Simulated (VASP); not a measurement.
# MgS (Niningerite) in VASP: settings compared

Aim: see how the results for MgS (Niningerite) move with the level of theory and the settings. Levels: PBEsol+D4, RPBE+D3(BJ), RPBE+D4, PBEsol. Tasks: relaxation of cell and atoms, single point.

All numbers are computed with VASP 6.6.1; they aren't measurements. Logs are shortened: lines on timing, memory, paths and dates and some standing lists are left out, and cuts for length are marked.

## 1. The cell of the first run

The structure is cubic, space group Fm-3m (No. 225). Conventional cell: a = 5.203 Å, b = 5.203 Å, c = 5.203 Å, α = 90.00°, β = 90.00°, γ = 90.00°. S (site symmetry m-3m) has 6 Mg at 2.60 Å within 3.4 Å. Within 3.4 Å of Mg (site symmetry m-3m) lie 6 S at 2.60 Å.

## 2. Relaxation of cell and atoms, PBEsol+D4

INCAR reads:

```
PREC = Accurate
ENCUT = 600
EDIFF = 1E-6
ISMEAR = -1
SIGMA = 0.05
LREAL = False
LASPH = True
NELM = 60
ALGO = Normal
ISIF = 3
LWAVE = False
LCHARG = False
GGA = PS
IVDW = 13
IBRION = 2
NSW = 60
EDIFFG = -0.01
```

KPOINTS reads:

```
regular mesh
0
Gamma
  9 9 9
```

POSCAR reads:

```
MgS
1.0
    0.0000000000      2.6016500000      2.6016500000
    2.6016500000      0.0000000000      2.6016500000
    2.6016500000      2.6016500000      0.0000000000
S Mg
1 1
Direct
    0.5000000000      0.5000000000      0.5000000000
    0.0000000000      0.0000000000      0.0000000000
```

Potentials or basis: VASP PAW PBE potentials, release 64 (S, Mg).

Started as:

```bash
> cat potpaw_PBE.64/S/POTCAR potpaw_PBE.64/Mg/POTCAR > POTCAR
> mpirun -np 1 vasp_std > vasp.out
```

OUTCAR:

```text
PREC = Accurate
   ENCUT = 600
   EDIFF = 1E-6
   ISMEAR = -1
   LREAL = False
   LASPH = True
   NELM = 60
   ISIF = 3
   GGA = PS
   IVDW = 13
   IBRION = 2
   NSW = 60
   EDIFFG = -0.01

 ion  position               nearest neighbor table
   1  0.500  0.500  0.500-   2 2.60   2 2.60   2 2.60   2 2.60   2 2.60   2 2.60
   2  0.000  0.000  0.000-   1 2.60   1 2.60   1 2.60   1 2.60   1 2.60   1 2.60

  LATTYP: Found a face centered cubic cell.
 ALAT       =     5.2033000000

  Lattice vectors:

 A1 = (   0.0000000000,   2.6016500000,   2.6016500000)
 A2 = (   2.6016500000,   0.0000000000,   2.6016500000)
 A3 = (   2.6016500000,   2.6016500000,   0.0000000000)

Analysis of symmetry for initial positions (statically):
[... 33 lines left out ...]
                                     Primitive cell

  volume of cell :      35.2190

  direct lattice vectors                    reciprocal lattice vectors
     0.000000000  2.601650000  2.601650000    -0.192185728  0.192185728  0.192185728
     2.601650000  0.000000000  2.601650000     0.192185728 -0.192185728  0.192185728
     2.601650000  2.601650000  0.000000000     0.192185728  0.192185728 -0.192185728

  length of vectors
     3.679288715  3.679288715  3.679288715     0.332875446  0.332875446  0.332875446

  position of ions in fractional coordinates (direct lattice)
[... 8 lines left out ...]
----------------------------------------------------------------------------------------

 KPOINTS: regular mesh

Automatic generation of k-mesh.
 Grid dimensions read from file:
 generate k-points for:    9    9    9

 Generating k-lattice:

  Cartesian coordinates                     Fractional coordinates (reciprocal lattice)
    -0.021353970  0.021353970  0.021353970     0.111111111  0.000000000  0.000000000
     0.021353970 -0.021353970  0.021353970     0.000000000  0.111111111  0.000000000
     0.021353970  0.021353970 -0.021353970     0.000000000  0.000000000  0.111111111

  Length of vectors
     0.036986161  0.036986161  0.036986161

  Shift w.r.t. Gamma in fractional coordinates (k-lattice)
     0.000000000  0.000000000  0.000000000

 Subroutine IBZKPT returns following result:
 ===========================================

 Found     35 irreducible k-points:

 Following reciprocal coordinates:
            Coordinates               Weight
  0.000000  0.000000  0.000000      1.000000
  0.111111  0.000000  0.000000      8.000000
  0.222222  0.000000  0.000000      8.000000
  0.333333  0.000000  0.000000      8.000000
  0.444444  0.000000  0.000000      8.000000
  0.111111  0.111111  0.000000      6.000000
[... 16 lines left out ...]
 -0.333333  0.333333  0.000000     12.000000
  0.444444  0.444444  0.000000      6.000000
 [... further k-points ...]
   k-points           NKPTS =     35   k-points in BZ     NKDIM =     35   number of bands    NBANDS=      8
   number of dos      NEDOS =    301   number of ions     NIONS =      2
   total plane-waves  NPLWV =  27000
   dimension x,y,z NGX =    30 NGY =   30 NGZ =   30
   dimension x,y,z NGXF=    60 NGYF=   60 NGZF=   60
   ions per type =               1   1
   NGX,Y,Z   is equivalent  to a cutoff of  13.56, 13.56, 13.56 a.u.
   NGXF,Y,Z  is equivalent  to a cutoff of  27.11, 27.11, 27.11 a.u.
 SYSTEM =  unknown system
   PREC   = accura    normal or accurate (medium, high low for compatibility)
   ISTART =      0    job   : 0-new  1-cont  2-samecut
   ICHARG =      2    charge: 1-file 2-atom 10-const
   ISPIN  =      1    spin polarized calculation?
   LNONCOLLINEAR =      F non collinear calculations
   LSORBIT =      F    spin-orbit coupling
   LASPH  =      T    aspherical Exc in radial PAW
   ENCUT  =  600.0 eV  44.10 Ry    6.64 a.u.   7.35  7.35  7.35*2*pi/ulx,y,z
   NELM   =     60;   NELMIN=  2; NELMDL= -5     # of ELM steps
   EDIFF  = 0.1E-05   stopping-criterion for ELM
   LREAL  =      F    real-space projection
   EDIFFG = -.1E-01   stopping-criterion for IOM
   NSW    =     60    number of steps for IOM
   IBRION =      2    ionic relax: 0-MD 1-quasi-New 2-CG
   NFREE  =      1    steps in history (QN), initial steepest desc. (CG)
   ISIF   =      3    stress and relaxation
   ISYM   =      2    0-nonsym 1-usesym 2-fastsym
   POTIM  = 0.5000    time-step for ionic-motion
   TEBEG  =    0.0;   TEEND  =   0.0 temperature during run
   PSTRESS=    0.0 pullay stress
   NELECT =       8.0000    total number of electrons
   NUPDOWN=      -1.0000    fix difference up-down
   EMIN   =  10.00;   EMAX   =-10.00  energy-range for DOS
   EFERMI =   0.00;   METHOD = LEGACY
   ISMEAR =    -1;   SIGMA  =   0.05  broadening in eV -4-tet -1-fermi 0-gaus
   EFERMI_NEDOS =   21; number of points for ismear=-14 and -15
   IALGO  =     38    algorithm
   IMIX   =      4    mixing-type and parameters
     AMIX     =   0.40;   BMIX     =  1.00
     AMIX_MAG =   1.60;   BMIX_MAG =  1.00
  volume/ion in A,a.u.               =      17.61       118.83
  Fermi-wavevector in a.u.,A,eV,Ry     =   0.998878  1.887606 13.575323  0.997758
  Thomas-Fermi vector in A             =   2.131131
   LORBIT       =      0    0 simple, 1 ext, 2 COOP (PROOUT), +10 PAW based schemes
   GGA     = PS    functional components
   LHFCALC =     F    Hartree Fock is set to
   AEXX    =    0.0000 exact exchange contribution
   IVDW    =    13    specifies the selected vdW correction
   LEPSILON=     F    determine dielectric tensor
   LRPA    =     F    only Hartree local field effects (RPA)
 conjugate gradient relaxation of ions
 non-spin polarized calculation
  energy-cutoff  :      600.00
  volume of cell :       35.22
 maximum number of plane-waves:      1211
 NGX is ok and might be reduce to    30
   NGX = 15   NGY = 15   NGZ = 15

--------------------------------------- Ionic step        1  -------------------------------------------

 number of electron       7.9999999 magnetization

 Free energy of the ion-electron system (eV)
  ---------------------------------------------------
  ext. energy  EPLUGINS =         0.00000000
  ---------------------------------------------------
  free energy    TOTEN  =        -9.07396508 eV

  energy without entropy =       -9.07396508  energy(sigma->0) =       -9.07396508

------------------------ aborting loop because EDIFF is reached ----------------------------------------

  DFT-D4 for vdW energy calculation

  Edisp (eV):   -0.32937

  FORCE on cell =-STRESS in cart. coord.  units (eV):
  Direction    XX          YY          ZZ          XY          YZ          ZX
  --------------------------------------------------------------------------------------
  -------------------------------------------------------------------------------------
  Total      -0.55844    -0.55844    -0.55844     0.00000     0.00000    -0.00000
  in kB     -25.40433   -25.40433   -25.40433     0.00000     0.00000    -0.00000
  external pressure =      -25.40 kB  Pullay stress =        0.00 kB

 VOLUME and BASIS-vectors are now :
 -----------------------------------------------------------------------------
  energy-cutoff  :      600.00
  volume of cell :       35.22
      direct lattice vectors                 reciprocal lattice vectors
     0.000000000  2.601650000  2.601650000    -0.192185728  0.192185728  0.192185728
     2.601650000  0.000000000  2.601650000     0.192185728 -0.192185728  0.192185728
     2.601650000  2.601650000  0.000000000     0.192185728  0.192185728 -0.192185728

 POSITION                                       TOTAL-FORCE (eV/Angst)
 -----------------------------------------------------------------------------------
      2.60165      2.60165      2.60165        -0.000000      0.000000     -0.000000
      0.00000      0.00000      0.00000         0.000000     -0.000000      0.000000
 -----------------------------------------------------------------------------------
    total drift:                               -0.000000     -0.000000      0.000000

  FREE ENERGIE OF THE ION-ELECTRON SYSTEM (eV)
  ---------------------------------------------------
  free  energy   TOTEN  =        -9.4033326452 eV

  energy  without entropy=       -9.4033326452  energy(sigma->0) =       -9.40333265

--------------------------------------- Ionic step        2  -------------------------------------------

 number of electron       8.0000001 magnetization

 E-fermi :   5.0294     XC(G=0): -10.0061

 val. band max:        4.0465055228   @ k =   0.0000   0.0000   0.0000
 cond. band min:       6.9662225705   @ k =   0.4444   0.4444   0.0000
 fundamental gap:      2.9197170477
 Fermi energy:         5.0294435975

 k-point     1 :       0.0000    0.0000    0.0000
  band No.  band energies     occupation
      1      -8.8768      2.00000
      2       4.0465      2.00000
      3       4.0465      2.00000
      4       4.0465      2.00000
      5       7.9658      0.00000
      6      11.8718      0.00000
      7      11.8718      0.00000
      8      11.8718      0.00000

 k-point     2 :       0.1111    0.0000    0.0000
  band No.  band energies     occupation
      1      -8.7477      2.00000
      2       3.1418      2.00000
      3       3.9563      2.00000
      4       3.9563      2.00000
      5       8.6422      0.00000
      6      11.5983      0.00000
      7      12.1053      0.00000
      8      12.1053      0.00000
[... 268 lines left out ...]
 POSITION                                       TOTAL-FORCE (eV/Angst)
 -----------------------------------------------------------------------------------
      2.56661      2.56661      2.56661         0.000000      0.000000     -0.000000
      2.56661      5.13321      2.56661        -0.000000     -0.000000      0.000000
 -----------------------------------------------------------------------------------
    total drift:                               -0.000000     -0.000000      0.000000

  FREE ENERGIE OF THE ION-ELECTRON SYSTEM (eV)
  ---------------------------------------------------
  free  energy   TOTEN  =        -9.4121883010 eV

  energy  without entropy=       -9.4121883009  energy(sigma->0) =       -9.41218830

--------------------------------------- Ionic step        3  -------------------------------------------

 number of electron       8.0000001 magnetization

 Free energy of the ion-electron system (eV)
  ---------------------------------------------------
  ext. energy  EPLUGINS =         0.00000000
  ---------------------------------------------------
  free energy    TOTEN  =        -9.07275385 eV

  energy without entropy =       -9.07275385  energy(sigma->0) =       -9.07275385

 E-fermi :   4.9689     XC(G=0):  -9.9743

 val. band max:        3.9760886883   @ k =   0.0000   0.0000   0.0000
 cond. band min:       6.8798540877   @ k =   0.4444   0.4444   0.0000
 fundamental gap:      2.9037653994
 Fermi energy:         4.9688811659

 k-point     1 :       0.0000    0.0000    0.0000
  band No.  band energies     occupation
      1      -8.9014      2.00000
      2       3.9761      2.00000
      3       3.9761      2.00000
      4       3.9761      2.00000
      5       7.8332      0.00000
      6      11.8072      0.00000
      7      11.8072      0.00000
      8      11.8072      0.00000

 k-point     2 :       0.1111    0.0000    0.0000
  band No.  band energies     occupation
      1      -8.7737      2.00000
      2       3.0753      2.00000
      3       3.8873      2.00000
      4       3.8873      2.00000
      5       8.5127      0.00000
      6      11.5284      0.00000
      7      12.0378      0.00000
      8      12.0378      0.00000
[... 268 lines left out ...]
 POSITION                                       TOTAL-FORCE (eV/Angst)
 -----------------------------------------------------------------------------------
      2.57310      2.57310      2.57310         0.000000     -0.000000     -0.000000
      0.00000      0.00000      0.00000        -0.000000      0.000000      0.000000
 -----------------------------------------------------------------------------------
    total drift:                               -0.000000     -0.000000      0.000000

  FREE ENERGIE OF THE ION-ELECTRON SYSTEM (eV)
  ---------------------------------------------------
  free  energy   TOTEN  =        -9.4126905483 eV

  energy  without entropy=       -9.4126905483  energy(sigma->0) =       -9.41269055

 reached required accuracy - stopping structural energy minimisation
```

It took 52 s on 1 thread of AMD EPYC 7R13, shared host; peak memory 0.15 GiB.

What came out:

* Free energy: -9.4127 eV
* Relaxed volume: 17.04 Å³/atom
* Relaxed cell: a = 3.639 Å, b = 3.639 Å, c = 3.639 Å, α = 60.00°, β = 60.00°, γ = 60.00°
* Space group after relaxing (to 0.05 Å): Fm-3m (No. 225)
* Energy gained by relaxing: 4.7 meV/atom
* Ionic steps: 3
* Pressure after relaxing: 0.0 GPa
* Band gap on the k mesh: 2.90 eV, indirect (least direct gap 3.86 eV)
* Dispersion energy per atom: -0.170 eV

Step by step:
| step | energy change (eV) | largest force (eV/Å) | pressure (GPa) | volume (Å³) |
| --- | --- | --- | --- | --- |
| 1 | 0.0000 | 0.0000 | -2.54 | 35.22 |
| 2 | -0.0089 | 0.0000 | 0.64 | 33.81 |
| 3 | -0.0094 | 0.0000 | 0.00 | 34.07 |

Final structure:
```cif
data_structure
_symmetry_space_group_name_H-M 'P 1'
_symmetry_Int_Tables_number 1
_cell_length_a 3.6389
_cell_length_b 3.6389
_cell_length_c 3.6389
_cell_angle_alpha 60.000
_cell_angle_beta 60.000
_cell_angle_gamma 60.000
_cell_volume 34.07
loop_
_atom_site_label
_atom_site_type_symbol
_atom_site_fract_x
_atom_site_fract_y
_atom_site_fract_z
_atom_site_occupancy
S1 S 0.50000 0.50000 0.50000 1
Mg1 Mg 0.00000 0.00000 0.00000 1
```

Caveat: the PAW data sets were made with another functional, which shifts forces and pressure a little.

## 3. Relaxation of cell and atoms, RPBE+D3(BJ)

INCAR reads:

```
SYSTEM = MgS
PREC = Accurate
ENCUT = 600
EDIFF = 1E-6
ISMEAR = -1
SIGMA = 0.05
LREAL = .False.
LASPH = .True.
NELM = 100
ALGO = Normal
ISIF = 3
LWAVE = .False.
LCHARG = .False.
GGA = RP
IVDW = 12
IBRION = 2
NSW = 60
EDIFFG = -0.01
```

KPOINTS reads:

```
Automatic mesh
0
Gamma
  9 9 9
  0 0 0
```

POSCAR is that of step 2.

Potentials or basis: VASP PAW PBE potentials, release 64 (S, Mg).

Started as:

```bash
> cat potpaw_PBE.64/S/POTCAR potpaw_PBE.64/Mg/POTCAR > POTCAR
> mpirun -np 1 vasp_std > vasp.out
```

Wall time 78 s (1 thread of AMD EPYC 7R13, shared host); peak memory 0.16 GiB.

The run converged. Its results:

```
Free energy                            : -11.0866 eV
Relaxed volume                         : 14.80 Å³/atom
Relaxed cell                           : a = 3.472 Å, b = 3.472 Å, c = 3.472 Å, α = 60.00°, β = 60.00°, γ = 60.00°
Space group after relaxing (to 0.05 Å) : Fm-3m (No. 225)
Energy gained by relaxing              : 137.4 meV/atom
Ionic steps                            : 3
Pressure after relaxing                : 0.0 GPa
Band gap on the k mesh                 : 3.40 eV, indirect (least direct gap 5.40 eV)
Dispersion energy per atom             : -1.766 eV
```

Step by step:
```csv
step,energy change (eV),largest force (eV/Å),pressure (GPa),volume (Å³)
1,0.0000,0.0000,-13.59,35.22
2,-0.2472,0.0000,6.29,28.14
3,-0.2748,0.0000,0.04,29.60
```

Final structure:
```
S Mg
1.0
     0.00000    2.45526    2.45526
     2.45526    0.00000    2.45526
     2.45526    2.45526    0.00000
S Mg
1 1
Cartesian
  2.4553 2.4553 2.4553
  0.0000 0.0000 0.0000
```

Levels at points of the mesh, in eV from the valence-band top:
```
           k point  band 1  band 2  band 3  band 4  band 5  band 6  band 7  band 8
(0.00, 0.00, 0.00)  -13.77    0.00    0.00    0.00    5.40    7.80    7.80    7.80
```

Caveat: the volume moved by over 15 % at a fixed basis, so the end points are rough; the PAW data sets were made with another functional, which shifts forces and pressure a little; the volume moved by -16 % from the deposited cell, more than functionals usually miss. RPBE gaps usually lie below the measured ones, often by a third to a half.

## 4. Relaxation of cell and atoms, RPBE+D4

INCAR reads:

```
ALGO = Normal
EDIFF = 1E-6
EDIFFG = -0.01
ENCUT = 600
GGA = RP
IBRION = 2
ISIF = 3
ISMEAR = -1
IVDW = 13
LASPH = T
LCHARG = F
LREAL = F
LWAVE = F
NELM = 80
NSW = 60
PREC = Accurate
SIGMA = 0.05
```

KPOINTS reads:

```
k-points
0
Gamma
  9 9 9
```

POSCAR is that of step 3.

Started as:

```bash
> cat potpaw_PBE.64/S/POTCAR potpaw_PBE.64/Mg/POTCAR > POTCAR
> mpirun -np 1 vasp_std > vasp.out
```

Run time: 54 s. Hardware: 1 thread of AMD EPYC 7R13, shared host; peak memory 0.15 GiB.

It converged, with:

| Property | Result |
| --- | --- |
| Free energy | -9.1482 eV |
| Relaxed volume | 16.96 Å³/atom |
| Relaxed cell | a = 3.634 Å, b = 3.634 Å, c = 3.634 Å, α = 60.00°, β = 60.00°, γ = 60.00° |
| Space group after relaxing (to 0.05 Å) | Fm-3m (No. 225) |
| Energy gained by relaxing | 5.9 meV/atom |
| Ionic steps | 3 |
| Pressure after relaxing | 0.0 GPa |
| Band gap on the k mesh | 3.12 eV, indirect (least direct gap 4.17 eV) |
| Dispersion energy per atom | -0.611 eV |

Step by step:
```csv
step,energy change (eV),largest force (eV/Å),pressure (GPa),volume (Å³)
1,0.0000,0.0000,-2.84,35.22
2,-0.0113,0.0000,0.69,33.65
3,-0.0119,0.0000,0.01,33.93
```

Final structure:
```yaml
crystal:
  lattice:
    - [0.00000, 2.56940, 2.56940]
    - [2.56940, 0.00000, 2.56940]
    - [2.56940, 2.56940, 0.00000]
  atoms:
    - { symbol: S, position: [0.50000, 0.50000, 0.50000] }
    - { symbol: Mg, position: [0.00000, 0.00000, 0.00000] }
```

Levels at points of the mesh, in eV from the valence-band top:
| k point | band 1 | band 2 | band 3 | band 4 | band 5 | band 6 | band 7 | band 8 |
| --- | --- | --- | --- | --- | --- | --- | --- | --- |
| (0.00, 0.00, 0.00) | -12.87 | 0.00 | 0.00 | 0.00 | 4.17 | 7.97 | 7.97 | 7.97 |

Caveat: the PAW data sets were made with another functional, which shifts forces and pressure a little. A k mesh can miss the band edges.

[end of part 1 of 2]
